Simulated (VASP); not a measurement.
# VO2 (P4_2/mnm) in VASP: notebook

The runs below take VO2 through single point, with SVWN5, LDA.

Everything below comes from runs of VASP 6.6.1. Logs are shortened: lines on timing, memory, paths and dates and some standing lists are left out, and cuts for length are marked.

## Step 1: The cell of the first run

Symmetry: P4_2/mnm, No. 136, tetragonal system. The conventional cell has a = 4.507 Å, b = 4.507 Å, c = 3.044 Å, α = 90.00°, β = 90.00°, γ = 90.00°. V (site symmetry mmm) has 6 O at 1.91 to 1.99 Å within 2.5 Å. Within 2.6 Å of O (site symmetry m2m) lie 3 V at 1.91 to 1.99 Å and 1 O at 2.55 Å.

## Step 2: Single point, SVWN5, collinear spin, ferromagnetic start

INCAR

```
SYSTEM = VO2
PREC     = Accurate       ! precision mode
ENCUT    = 600            ! plane-wave cutoff, eV
EDIFF    = 1E-6           ! SCF threshold, eV
ISMEAR   = -1             ! smearing method
SIGMA    = 0.05           ! smearing width, eV
LREAL    = .False.        ! projectors in reciprocal space
LASPH    = .True.         ! aspherical terms in the spheres
NELM     = 200            ! most SCF steps
ALGO     = Normal         ! electronic algorithm
ISIF     = 2              ! what is computed and relaxed
LWAVE    = .False.        ! write WAVECAR
LCHARG   = .False.        ! write CHGCAR
ISPIN    = 2              ! spin polarisation
MAGMOM   = 2 2 0 0 0 0    ! initial moments
LORBIT   = 11             ! projections on sites
LMAXMIX  = 4              ! l up to which the mixer works
GGA      = VW             ! functional
NBANDS   = 38             ! bands
GGA_COMPAT= .False.
```

KPOINTS

```
regular mesh
0
Gamma
  6 6 9
  0 0 0
```

POSCAR

```
VO2
1.0
    4.5072020454      0.0000000000      0.0000000000
    0.0000000000      4.5072020454      0.0000000000
    0.0000000000      0.0000000000      3.0444500000
V O
2 4
Direct
    0.5000000000      0.5000000000      0.5000000000
    0.0000000000      0.0000000000      0.0000000000
    0.2003580000      0.7996420000      0.5000000000
    0.7996420000      0.2003580000      0.5000000000
    0.7003580000      0.7003580000      0.0000000000
    0.2996420000      0.2996420000      0.0000000000
```

Potentials or basis: VASP PAW PBE potentials, release 64 (V_sv, O).

The run is started by

```bash
$ cat potpaw_PBE.64/V_sv/POTCAR potpaw_PBE.64/O/POTCAR > POTCAR
$ mpirun -np 1 vasp_std > vasp.out
```

OUTCAR:

```text
SYSTEM = VO2
   PREC = Accurate
   ENCUT = 600
   EDIFF = 1E-6
   ISMEAR = -1
   LREAL = .False.
   LASPH = .True.
   NELM = 200
   ISIF = 2
   ISPIN = 2
   LORBIT = 11
   GGA = VW

 ion  position               nearest neighbor table
   1  0.500  0.500  0.500-   3 1.91   4 1.91   5 1.99   6 1.99   5 1.99   6 1.99
   2  0.000  0.000  0.000-   5 1.91   6 1.91   3 1.99   4 1.99   3 1.99   4 1.99
   3  0.200  0.800  0.500-   1 1.91   2 1.99   2 1.99
   4  0.800  0.200  0.500-   1 1.91   2 1.99   2 1.99
   5  0.700  0.700  0.000-   2 1.91   1 1.99   1 1.99
   6  0.300  0.300  0.000-   2 1.91   1 1.99   1 1.99

  LATTYP: Found a simple tetragonal cell.
 ALAT       =     4.5072020454
 C/A-ratio  =     0.6754633960

  Lattice vectors:

 A1 = (   4.5072020454,   0.0000000000,   0.0000000000)
 A2 = (   0.0000000000,   4.5072020454,   0.0000000000)
 A3 = (   0.0000000000,   0.0000000000,   3.0444500000)

Analysis of symmetry for initial positions (statically):
=====================================================================
 Subroutine PRICEL returns:
 Original cell was already a primitive cell.

 Routine SETGRP: Setting up the symmetry group for a
 simple tetragonal supercell.

 Subroutine GETGRP returns: Found 16 space group operations
 (whereof  8 operations were pure point group operations)
 out of a pool of 16 trial point group operations.

The static configuration has the point symmetry D_2h.
 The point group associated with its full space group is D_4h.

Analysis of symmetry for dynamics (positions and initial velocities):
=====================================================================
 Subroutine PRICEL returns:
 Original cell was already a primitive cell.

 Routine SETGRP: Setting up the symmetry group for a
 simple tetragonal supercell.

 Subroutine GETGRP returns: Found 16 space group operations
 (whereof  8 operations were pure point group operations)
 out of a pool of 16 trial point group operations.

The dynamic configuration has the point symmetry D_2h.
 The point group associated with its full space group is D_4h.

Analysis of structural, dynamic, and magnetic symmetry:
=====================================================================
 Subroutine PRICEL returns:
 Original cell was already a primitive cell.

 Routine SETGRP: Setting up the symmetry group for a
 simple tetragonal supercell.

 Subroutine GETGRP returns: Found 16 space group operations
 (whereof  8 operations were pure point group operations)
 out of a pool of 16 trial point group operations.

The overall configuration has the point symmetry D_2h.
 The point group associated with its full space group is D_4h.

 Subroutine INISYM returns: Found 16 space group operations
 (whereof  8 operations are pure point group operations),
 and found     1 'primitive' translations

----------------------------------------------------------------------------------------

                                     Primitive cell

  volume of cell :      61.8476

  direct lattice vectors                    reciprocal lattice vectors
     4.507202045  0.000000000  0.000000000     0.221867134  0.000000000  0.000000000
     0.000000000  4.507202045  0.000000000     0.000000000  0.221867134  0.000000000
     0.000000000  0.000000000  3.044450000     0.000000000  0.000000000  0.328466554

  length of vectors
     4.507202045  4.507202045  3.044450000     0.221867134  0.221867134  0.328466554

  position of ions in fractional coordinates (direct lattice)
     0.500000000  0.500000000  0.500000000
     0.000000000  0.000000000  0.000000000
     0.200358000  0.799642000  0.500000000
     0.799642000  0.200358000  0.500000000
     0.700358000  0.700358000  0.000000000
     0.299642000  0.299642000  0.000000000

  ion indices of the primitive-cell ions
   primitive index   ion index
                 1           1
                 2           2
                 3           3
                 4           4
                 5           5
                 6           6

----------------------------------------------------------------------------------------

 KPOINTS: regular mesh

Automatic generation of k-mesh.
 Grid dimensions read from file:
 generate k-points for:    6    6    9

 Generating k-lattice:

  Cartesian coordinates                     Fractional coordinates (reciprocal lattice)
     0.036977856  0.000000000  0.000000000     0.166666667  0.000000000  0.000000000
     0.000000000  0.036977856  0.000000000     0.000000000  0.166666667  0.000000000
     0.000000000  0.000000000  0.036496284     0.000000000  0.000000000  0.111111111

  Length of vectors
     0.036977856  0.036977856  0.036496284

  Shift w.r.t. Gamma in fractional coordinates (k-lattice)
     0.000000000  0.000000000  0.000000000

 Subroutine IBZKPT returns following result:
 ===========================================

 Found     50 irreducible k-points:

 Following reciprocal coordinates:
            Coordinates               Weight
  0.000000  0.000000  0.000000      1.000000
  0.166667  0.000000  0.000000      4.000000
  0.333333  0.000000  0.000000      4.000000
  0.500000  0.000000  0.000000      2.000000
  0.166667  0.166667  0.000000      4.000000
  0.333333  0.166667  0.000000      8.000000
[... 16 lines left out ...]
  0.333333  0.000000  0.222222      8.000000
  0.500000  0.000000  0.222222      4.000000
 [... further k-points ...]
   k-points           NKPTS =     50   k-points in BZ     NKDIM =     50   number of bands    NBANDS=     38
   number of dos      NEDOS =    301   number of ions     NIONS =      6
   total plane-waves  NPLWV =  31104
   dimension x,y,z NGX =    36 NGY =   36 NGZ =   24
   dimension x,y,z NGXF=    72 NGYF=   72 NGZF=   48
   ions per type =               2   4
   NGX,Y,Z   is equivalent  to a cutoff of  13.28, 13.28, 13.11 a.u.
   NGXF,Y,Z  is equivalent  to a cutoff of  26.56, 26.56, 26.21 a.u.
 SYSTEM =  VO2
   PREC   = accura    normal or accurate (medium, high low for compatibility)
   ISTART =      0    job   : 0-new  1-cont  2-samecut
   ICHARG =      2    charge: 1-file 2-atom 10-const
   ISPIN  =      2    spin polarized calculation?
   LNONCOLLINEAR =      F non collinear calculations
   LSORBIT =      F    spin-orbit coupling
   LASPH  =      T    aspherical Exc in radial PAW
   ENCUT  =  600.0 eV  44.10 Ry    6.64 a.u.   9.00  9.00  6.08*2*pi/ulx,y,z
   NELM   =    200;   NELMIN=  2; NELMDL= -5     # of ELM steps
   EDIFF  = 0.1E-05   stopping-criterion for ELM
   LREAL  =      F    real-space projection
[... 7 lines left out ...]
   TEBEG  =    0.0;   TEEND  =   0.0 temperature during run
   PSTRESS=    0.0 pullay stress
   NELECT =      50.0000    total number of electrons
   NUPDOWN=      -1.0000    fix difference up-down
   EMIN   =  10.00;   EMAX   =-10.00  energy-range for DOS
   EFERMI =   0.00;   METHOD = LEGACY
   ISMEAR =    -1;   SIGMA  =   0.05  broadening in eV -4-tet -1-fermi 0-gaus
   EFERMI_NEDOS =   21; number of points for ismear=-14 and -15
   IALGO  =     38    algorithm
   IMIX   =      4    mixing-type and parameters
     AMIX     =   0.40;   BMIX     =  1.00
     AMIX_MAG =   1.60;   BMIX_MAG =  1.00
  volume/ion in A,a.u.               =      10.31        69.56
  Fermi-wavevector in a.u.,A,eV,Ry     =   1.525073  2.881969 31.645064  2.325847
  Thomas-Fermi vector in A             =   2.633293
   LORBIT       =     11    0 simple, 1 ext, 2 COOP (PROOUT), +10 PAW based schemes
   GGA     = VW    functional components
   LHFCALC =     F    Hartree Fock is set to
   AEXX    =    0.0000 exact exchange contribution
   IVDW    =     0    specifies the selected vdW correction
   LEPSILON=     F    determine dielectric tensor
   LRPA    =     F    only Hartree local field effects (RPA)
 spin polarized calculation
  energy-cutoff  :      600.00
  volume of cell :       61.85
 maximum number of plane-waves:      2092
   NGX = 19   NGY = 19   NGZ = 13

 number of electron      49.9999995 magnetization       1.9993705

 Free energy of the ion-electron system (eV)
  ---------------------------------------------------
  ext. energy  EPLUGINS =         0.00000000
  ---------------------------------------------------
  free energy    TOTEN  =       -17.66044512 eV

  energy without entropy =      -17.61957230  energy(sigma->0) =      -17.64000871

 E-fermi :   5.3463     XC(G=0): -12.1230

 val. band max:        5.3393134569   @ k =   0.3333   0.3333   0.3333
 cond. band min:       5.3564616826   @ k =   0.5000   0.5000   0.3333
 fundamental gap:      0.0171482257
 Fermi energy:         5.3463476658

 spin component 1

 k-point     1 :       0.0000    0.0000    0.0000
  band No.  band energies     occupation
      1     -60.0457      1.00000
      2     -60.0366      1.00000
      3     -34.1943      1.00000
      4     -34.1943      1.00000
      5     -34.1588      1.00000
      6     -34.1372      1.00000
[... 949 lines left out ...]
     36      14.9689      0.00000
     37      18.0159      0.00000

 [... further k-points ...]

 spin component 2

 k-point     1 :       0.0000    0.0000    0.0000
  band No.  band energies     occupation
      1     -59.0629      1.00000
      2     -59.0532      1.00000
      3     -33.2636      1.00000
      4     -33.2636      1.00000
      5     -33.1707      1.00000
      6     -33.1472      1.00000
[... 949 lines left out ...]
     36      15.0775      0.00000
     37      18.2581      0.00000

 [... further k-points ...]

 [bands above 37 left out]

------------------------ aborting loop because EDIFF is reached ----------------------------------------

  FORCE on cell =-STRESS in cart. coord.  units (eV):
  Direction    XX          YY          ZZ          XY          YZ          ZX
  --------------------------------------------------------------------------------------
  -------------------------------------------------------------------------------------
  Total       -6.0610900     -6.0610900    -14.0006879      0.0000000      0.0000000      0.0000000
  in kB     -157.0140150   -157.0140150   -362.6912339      0.0000000      0.0000000      0.0000000
  external PRESSURE =    -225.5730879 kB  Pullay stress =       0.0000000 kB

 VOLUME and BASIS-vectors are now :
 -----------------------------------------------------------------------------
  energy-cutoff  :      600.00
  volume of cell :       61.85
      direct lattice vectors                 reciprocal lattice vectors
     4.507202045  0.000000000  0.000000000     0.221867134  0.000000000  0.000000000
     0.000000000  4.507202045  0.000000000     0.000000000  0.221867134  0.000000000
     0.000000000  0.000000000  3.044450000     0.000000000  0.000000000  0.328466554

 POSITION                                       TOTAL-FORCE (eV/Angst)
 -----------------------------------------------------------------------------------
      2.25360      2.25360      1.52222         0.000000     -0.000000      0.000000
      0.00000      0.00000      0.00000         0.000000     -0.000000      0.000000
      0.90305      3.60415      1.52222        -0.227790      0.227790     -0.000000
      3.60415      0.90305      1.52222         0.227790     -0.227790      0.000000
      3.15666      3.15666      0.00000        -0.227790     -0.227790      0.000000
      1.35055      1.35055      0.00000         0.227790      0.227790     -0.000000
 -----------------------------------------------------------------------------------
    total drift:                                0.000000      0.000000      0.000000

  FREE ENERGIE OF THE ION-ELECTRON SYSTEM (eV)
  ---------------------------------------------------
  free  energy   TOTEN  =       -17.6604451153 eV

  energy  without entropy=      -17.6195723041  energy(sigma->0) =      -17.64000871

 total charge

# of ion       s       p       d       tot
------------------------------------------
    1        2.271   6.305   2.858  11.434
    2        2.271   6.305   2.858  11.434
    3        1.553   3.425   0.000   4.978
    4        1.553   3.425   0.000   4.978
    5        1.553   3.425   0.000   4.978
    6        1.553   3.425   0.000   4.978
--------------------------------------------------
tot         10.753  26.310   5.716  42.779

 magnetization (x)

# of ion       s       p       d       tot
------------------------------------------
    1        0.012   0.009   1.001   1.023
    2        0.012   0.009   1.001   1.023
    3       -0.002  -0.041   0.000  -0.042
    4       -0.002  -0.041   0.000  -0.042
    5       -0.002  -0.041   0.000  -0.042
    6       -0.002  -0.041   0.000  -0.042
--------------------------------------------------
tot          0.018  -0.144   2.002   1.876
```

It took 2 min on 1 thread of AMD EPYC 9R45 (Zen 5), shared host; peak memory 0.28 GiB.

What came out:

* Free energy: -17.6604 eV
* Pressure: -22.6 GPa
* Largest force: 0.322 eV/Å
* Band gap on the k mesh: zero (filled and empty bands overlap)
* Net moment: 2.00 μB per cell
* Site moments: V +1.02; O -0.04 μB
* Valence electrons inside the program's atomic spheres: V 11.43; O 4.98

Forces on the atoms (eV/Å):
```
V    0.000  0.000  0.000
V    0.000  0.000  0.000
O   -0.228  0.228  0.000
O    0.228 -0.228  0.000
O   -0.228 -0.228  0.000
O    0.228  0.228  0.000
```

Stress tensor (GPa, compression positive):
```
-15.70   0.00   0.00
  0.00 -15.70   0.00
  0.00   0.00 -36.27
```

Caveat: the stress differs along the axes, from -36 to -16 GPa; the PAW data sets were made with another functional, which shifts forces and pressure a little; semilocal functionals often make such compounds metallic where correlation or magnetic order opens a gap, which also shifts bond lengths.

## Step 3: Single point, LDA, collinear spin, ferromagnetic start

This run uses another cell than the first one, of 10.10 Å³/atom.

INCAR

```
PREC = Accurate
ENCUT = 600
EDIFF = 1E-6
ISMEAR = -1
SIGMA = 0.05
LREAL = False
LASPH = True
NELM = 200
ALGO = Normal
ISIF = 2
LWAVE = False
LCHARG = False
ISPIN = 2
MAGMOM = 2 2 0 0 0 0
LORBIT = 11
LMAXMIX = 4
NBANDS = 38
GGA_COMPAT = False
```

KPOINTS

```
Automatic mesh
0
Gamma
  6 6 9
```

POSCAR: that of step 2 with these lines changed.

```diff
@@ -2,5 +2,5 @@
 1.0
-    4.5072020454      0.0000000000      0.0000000000
-    0.0000000000      4.5072020454      0.0000000000
-    0.0000000000      0.0000000000      3.0444500000
+    4.4769514558      0.0000000000      0.0000000000
+    0.0000000000      4.4769514558      0.0000000000
+    0.0000000000      0.0000000000      3.0240168340
 V O
```

Potentials or basis: VASP PAW LDA potentials, release 64 (V_sv, O).

The run is started by

```bash
$ cat potpaw_LDA.64/V_sv/POTCAR potpaw_LDA.64/O/POTCAR > POTCAR
$ mpirun -np 1 vasp_std > vasp.out
```

Wall time 2.6 min (1 thread of AMD EPYC 9R45 (Zen 5), shared host); peak memory 0.27 GiB.

Results (log left out):

| Property | Result |
| --- | --- |
| Free energy | -56.9256 eV |
| Pressure | -18.3 GPa |
| Largest force | 0.317 eV/Å |
| Band gap on the k mesh | zero (filled and empty bands overlap) |
| Net moment | 2.00 μB per cell |
| Site moments | V +1.02; O -0.04 μB |
| Valence electrons inside the program's atomic spheres | V 11.47; O 5.00 |

Forces on the atoms (eV/Å):
```
V    0.000  0.000  0.000
V    0.000  0.000  0.000
O   -0.224  0.224  0.000
O    0.224 -0.224  0.000
O   -0.224 -0.224  0.000
O    0.224  0.224  0.000
```

Stress tensor (GPa, compression positive):
```
-11.21   0.00   0.00
  0.00 -11.21   0.00
  0.00   0.00 -32.38
```

Levels at points of the mesh, in eV from the Fermi level:
Spin up:
| k point | band 24 | band 25 | band 26 | band 27 | band 28 | band 29 |
| --- | --- | --- | --- | --- | --- | --- |
| (0.00, 0.00, 0.00) | -1.21 | -0.79 | -0.51 | -0.40 | -0.37 | -0.37 |
| (0.50, 0.00, 0.00) | -2.01 | -0.12 | -0.12 | 0.39 | 0.39 | 0.90 |
| (0.50, 0.50, 0.00) | -2.56 | -0.74 | -0.74 | -0.34 | -0.34 | 1.31 |
Spin down:
```
           k point  band 21  band 22  band 23  band 24  band 25  band 26  band 27  band 28
(0.00, 0.00, 0.00)    -2.18    -1.78    -1.78    -1.30     0.21     0.37     0.50     0.57
(0.50, 0.00, 0.00)    -3.41    -3.41    -2.06    -2.06     0.80     0.80     1.25     1.25
(0.50, 0.50, 0.00)    -2.98    -2.98    -2.57    -2.57     0.22     0.22     0.60     0.60
```

Caveat: the stress differs along the axes, from -32 to -11 GPa; semilocal functionals often make such compounds metallic where correlation or magnetic order opens a gap, which also shifts bond lengths. With open d or f shells a metallic result of LDA can be an artefact of self-interaction; +U or a hybrid may open a gap.
